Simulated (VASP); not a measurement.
# CsI (Pm-3m) in VASP: notebook

CsI is run at these levels: HSE06, PBE0; tasks: single point.

All numbers are computed with VASP 6.6.1; they aren't measurements. Logs are shortened: lines on timing, memory, paths and dates and some standing lists are left out, and cuts for length are marked.

## Step 1: The cell of the first run

Symmetry: Pm-3m, No. 221, cubic system. Conventional cell: a = 4.608 Å, b = 4.608 Å, c = 4.608 Å, α = 90.00°, β = 90.00°, γ = 90.00°. Within 5.2 Å of Cs (site symmetry m-3m) lie 8 I at 3.99 Å and 6 Cs at 4.61 Å. I (site symmetry m-3m) has 8 Cs at 3.99 Å and 6 I at 4.61 Å within 5.2 Å.

## Step 2: Single point, HSE06

POSCAR reads:

```
CsI
1.0
    4.6081712226      0.0000000000      0.0000000000
    0.0000000000      4.6081712226      0.0000000000
    0.0000000000      0.0000000000      4.6081712226
Cs I
1 1
Direct
    0.0000000000      0.0000000000      0.0000000000
    0.5000000000      0.5000000000      0.5000000000
```

INCAR.step1 reads:

```
SYSTEM = CsI
  ALGO = Normal
  EDIFF = 1E-5
  ENCUT = 400
  GGA = PE
  GGA_COMPAT = .FALSE.
  ISIF = 2
  ISMEAR = 0
  LASPH = .TRUE.
  LCHARG = .FALSE.
  LREAL = .FALSE.
  LWAVE = .TRUE.
  NBANDS = 15
  NELM = 120
  PREC = Accurate
  SIGMA = 0.01
```

INCAR.step2 reads:

```
SYSTEM = CsI
  ALGO = Normal
  EDIFF = 1E-6
  ENCUT = 400
  GGA = PE
  GGA_COMPAT = .FALSE.
  HFSCREEN = 0.2079
  ISIF = 2
  ISMEAR = 0
  ISTART = 1
  LASPH = .TRUE.
  LCHARG = .FALSE.
  LHFCALC = .TRUE.
  LREAL = .FALSE.
  LWAVE = .FALSE.
  NBANDS = 15
  NELM = 120
  PREC = Accurate
  PRECFOCK = Normal
  SIGMA = 0.01
```

KPOINTS reads:

```
k-points
0
G
  4 4 4
  0 0 0
```

Potentials or basis: VASP PAW PBE potentials, release 64 (Cs_sv, I).

Run with:

```console
cat potpaw_PBE.64/Cs_sv/POTCAR potpaw_PBE.64/I/POTCAR > POTCAR
cp INCAR.step1 INCAR
mpirun -np 1 vasp_std > vasp.out
cp INCAR.step2 INCAR
mpirun -np 1 vasp_std > vasp.out
```

OUTCAR:

```text
SYSTEM = CsI
   EDIFF = 1E-6
   ENCUT = 400
   GGA = PE
   HFSCREEN = 0.2079
   ISIF = 2
   ISMEAR = 0
   ISTART = 1
   LASPH = .TRUE.
   LHFCALC = .TRUE.
   LREAL = .FALSE.
   NELM = 120
   PREC = Accurate
   PRECFOCK = Normal

 ion  position               nearest neighbor table
   1  0.000  0.000  0.000-
   2  0.500  0.500  0.500-

  LATTYP: Found a simple cubic cell.
 ALAT       =     4.6081712226

  Lattice vectors:

 A1 = (   4.6081712226,   0.0000000000,   0.0000000000)
 A2 = (   0.0000000000,   4.6081712226,   0.0000000000)
 A3 = (   0.0000000000,   0.0000000000,   4.6081712226)

Analysis of symmetry for initial positions (statically):
=====================================================================
 Subroutine PRICEL returns:
 Original cell was already a primitive cell.

 Routine SETGRP: Setting up the symmetry group for a
 simple cubic supercell.

 Subroutine GETGRP returns: Found 48 space group operations
 (whereof 48 operations were pure point group operations)
 out of a pool of 48 trial point group operations.

The static configuration has the point symmetry O_h .

Analysis of symmetry for dynamics (positions and initial velocities):
=====================================================================
 Subroutine PRICEL returns:
 Original cell was already a primitive cell.

 Routine SETGRP: Setting up the symmetry group for a
 simple cubic supercell.

 Subroutine GETGRP returns: Found 48 space group operations
 (whereof 48 operations were pure point group operations)
 out of a pool of 48 trial point group operations.

The dynamic configuration has the point symmetry O_h .

 Subroutine INISYM returns: Found 48 space group operations
 (whereof 48 operations are pure point group operations),
 and found     1 'primitive' translations

----------------------------------------------------------------------------------------

                                     Primitive cell

  volume of cell :      97.8556

  direct lattice vectors                    reciprocal lattice vectors
     4.608171223  0.000000000  0.000000000     0.217005825  0.000000000  0.000000000
     0.000000000  4.608171223  0.000000000     0.000000000  0.217005825  0.000000000
     0.000000000  0.000000000  4.608171223     0.000000000  0.000000000  0.217005825

  length of vectors
     4.608171223  4.608171223  4.608171223     0.217005825  0.217005825  0.217005825
[... 82 lines left out ...]
   EFERMI_NEDOS =   21; number of points for ismear=-14 and -15
   IALGO  =     38    algorithm
   IMIX   =      1    mixing-type and parameters
     AMIX     =   0.40;   BMIX     =  1.00
     AMIX_MAG =   1.60;   BMIX_MAG =  1.00
  volume/ion in A,a.u.               =      48.93       330.18
  Fermi-wavevector in a.u.,A,eV,Ry     =   0.895199  1.691681 10.903452  0.801381
  Thomas-Fermi vector in A             =   2.017501
   LORBIT       =      0    0 simple, 1 ext, 2 COOP (PROOUT), +10 PAW based schemes
   GGA     = PE    functional components
   LHFCALC =     T    Hartree Fock is set to
   PRECFOCK=normal    Normal, Fast or Accurate (Low or Medium for compatibility)
   ENCUT4O =  -1.0   cutoff for four orbital integrals eV
   NKREDX  =     1    reduce k-point grid by
   NKREDY  =     1    reduce k-point grid by
   NKREDZ  =     1    reduce k-point grid by
   AEXX    =    0.2500 exact exchange contribution
   HFSCREEN=    0.2079 screening length (either q_TF or 0.3 A-1)
   HFSCREENC=   0.2079 screening length for correlation (either q_TF or 0.3 A-1)
   ENCUTFOCK=  -1.0 apply spherical cutoff to Coloumb kernel
   IVDW    =     0    specifies the selected vdW correction
   LEPSILON=     F    determine dielectric tensor
   LRPA    =     F    only Hartree local field effects (RPA)
 non-spin polarized calculation
 Gauss-broadening in eV      SIGMA  =   0.01
  energy-cutoff  :      400.00
  volume of cell :       97.86
 maximum number of plane-waves:      1800
  NGX = 24; NGY = 24; NGZ = 24

 number of electron      16.0000010 magnetization

 Free energy of the ion-electron system (eV)
  ---------------------------------------------------
  ext. energy  EPLUGINS =         0.00000000
  ---------------------------------------------------
  free energy    TOTEN  =        -6.30873392 eV

  energy without entropy =       -6.30873392  energy(sigma->0) =       -6.30873392

 E-fermi :   0.0476     XC(G=0):  -6.4262

 val. band max:       -0.0441968734   @ k =   0.5000   0.5000   0.0000
 cond. band min:       4.7313185977   @ k =   0.0000   0.0000   0.0000
 fundamental gap:      4.7755154711
 Fermi energy:         0.0476466468

 k-point     1 :       0.0000    0.0000    0.0000
  band No.  band energies     occupation
      1     -21.9288      2.00000
      2     -11.5608      2.00000
      3      -7.6225      2.00000
      4      -7.6225      2.00000
      5      -7.6225      2.00000
      6      -0.1440      2.00000
      7      -0.1440      2.00000
      8      -0.1440      2.00000
      9       4.7313      0.00000
     10       5.1429      0.00000
     11       5.1430      0.00000
     12       8.8678      0.00000
     13       8.8678      0.00000
     14       8.8678      0.00000
[... 149 lines left out ...]
      2     -11.2692      2.00000
      3      -7.8592      2.00000
      4      -7.8592      2.00000
      5      -7.8592      2.00000
      6      -1.3648      2.00000
      7      -1.3648      2.00000
      8      -1.3648      2.00000
      9       8.0670      0.00000
     10       8.0670      0.00000
     11       8.0670      0.00000
     12       8.9039      0.00000
     13       8.9039      0.00000
     14       8.9039      0.00000
     15      10.9881      0.00000

------------------------ aborting loop because EDIFF is reached ----------------------------------------

  FORCE on cell =-STRESS in cart. coord.  units (eV):
  Direction    XX          YY          ZZ          XY          YZ          ZX
  --------------------------------------------------------------------------------------
  -------------------------------------------------------------------------------------
  Total        0.1214695      0.1214695      0.1214695      0.0000000      0.0000000     -0.0000000
  in kB        1.9888038      1.9888038      1.9888038      0.0000000      0.0000000     -0.0000000
  external PRESSURE =       1.9888038 kB  Pullay stress =       0.0000000 kB

 VOLUME and BASIS-vectors are now :
 -----------------------------------------------------------------------------
  energy-cutoff  :      400.00
  volume of cell :       97.86
      direct lattice vectors                 reciprocal lattice vectors
     4.608171223  0.000000000  0.000000000     0.217005825  0.000000000  0.000000000
     0.000000000  4.608171223  0.000000000     0.000000000  0.217005825  0.000000000
     0.000000000  0.000000000  4.608171223     0.000000000  0.000000000  0.217005825

 POSITION                                       TOTAL-FORCE (eV/Angst)
 -----------------------------------------------------------------------------------
      0.00000      0.00000      0.00000         0.000000      0.000000      0.000000
      2.30409      2.30409      2.30409         0.000000      0.000000      0.000000
 -----------------------------------------------------------------------------------
    total drift:                                0.000014      0.000014      0.000014

  FREE ENERGIE OF THE ION-ELECTRON SYSTEM (eV)
  ---------------------------------------------------
  free  energy   TOTEN  =        -6.3087339156 eV

  energy  without entropy=       -6.3087339156  energy(sigma->0) =       -6.30873392
```

It took 11 min on 1 thread of Intel Xeon 8259CL, shared host; peak memory 0.28 GiB.

Results:

- Free energy: -6.3087 eV
- Pressure: 0.2 GPa
- Band gap on the k mesh: 4.78 eV (least direct gap 4.88 eV)

Levels at points of the mesh, in eV from the valence-band top:
```
           k point  band 4  band 5  band 6  band 7  band 8  band 9  band 10  band 11  band 12  band 13
(0.00, 0.00, 0.00)   -7.58   -7.58   -0.10   -0.10   -0.10    4.78     5.19     5.19     8.91     8.91
(0.50, 0.00, 0.00)   -7.51   -7.51   -1.58   -0.23   -0.23    6.27     7.39     7.72     7.83     9.04
(0.50, 0.50, 0.00)   -7.93   -7.48   -0.91   -0.91    0.00    5.22     5.93     7.18     7.18    10.70
(0.50, 0.50, 0.50)   -7.82   -7.82   -1.32   -1.32   -1.32    8.11     8.11     8.11     8.95     8.95
```

Caveat: the PAW data sets were made with another functional, which shifts forces and pressure a little; spin-orbit coupling is left out, which moves the levels of the heavy elements. A k mesh can miss the band edges.

## Step 3: Single point, PBE0

POSCAR is that of step 2.

INCAR.step1 reads:

```
ALGO = Normal
EDIFF = 1E-5
ENCUT = 400
GGA = PE
GGA_COMPAT = False
ISIF = 2
ISMEAR = 0
LASPH = True
LCHARG = False
LREAL = False
LWAVE = True
NBANDS = 15
NELM = 120
PREC = Accurate
SIGMA = 0.01
```

INCAR.step2 reads:

```
AEXX = 0.25
ALGO = Normal
EDIFF = 1E-6
ENCUT = 400
GGA = PE
GGA_COMPAT = False
ISIF = 2
ISMEAR = 0
ISTART = 1
LASPH = True
LCHARG = False
LHFCALC = True
LREAL = False
LWAVE = False
NBANDS = 15
NELM = 120
PREC = Accurate
PRECFOCK = Normal
SIGMA = 0.01
```

KPOINTS reads:

```
k-points
0
Gamma
  4 4 4
```

Potentials or basis: VASP PAW PBE potentials, release 64 (Cs_sv, I).

Run with:

```console
cat potpaw_PBE.64/Cs_sv/POTCAR potpaw_PBE.64/I/POTCAR > POTCAR
cp INCAR.step1 INCAR
mpirun -np 1 vasp_std > vasp.out
cp INCAR.step2 INCAR
mpirun -np 1 vasp_std > vasp.out
```

Run time: 9.6 min. Hardware: 1 thread of Intel Xeon 8259CL, shared host; peak memory 0.19 GiB.

The run converged. Its results:

| Item | Value |
| --- | --- |
| Free energy | -6.8324 eV |
| Pressure | 0.1 GPa |
| Band gap on the k mesh | 5.47 eV (least direct gap 5.58 eV) |

Levels at points of the mesh, in eV from the valence-band top:
| k point | band 4 | band 5 | band 6 | band 7 | band 8 | band 9 | band 10 | band 11 | band 12 | band 13 |
| --- | --- | --- | --- | --- | --- | --- | --- | --- | --- | --- |
| (0.00, 0.00, 0.00) | -7.60 | -7.60 | -0.10 | -0.10 | -0.10 | 5.47 | 5.91 | 5.91 | 9.67 | 9.67 |
| (0.50, 0.00, 0.00) | -7.53 | -7.53 | -1.62 | -0.24 | -0.24 | 7.00 | 8.11 | 8.46 | 8.55 | 9.80 |
| (0.50, 0.50, 0.00) | -7.96 | -7.49 | -0.93 | -0.93 | 0.00 | 5.94 | 6.65 | 7.92 | 7.92 | 11.44 |
| (0.50, 0.50, 0.50) | -7.84 | -7.84 | -1.35 | -1.35 | -1.35 | 8.84 | 8.84 | 8.84 | 9.71 | 9.71 |

Caveat: the PAW data sets were made with another functional, which shifts forces and pressure a little; spin-orbit coupling is left out, which moves the levels of the heavy elements. A k mesh can miss the band edges.
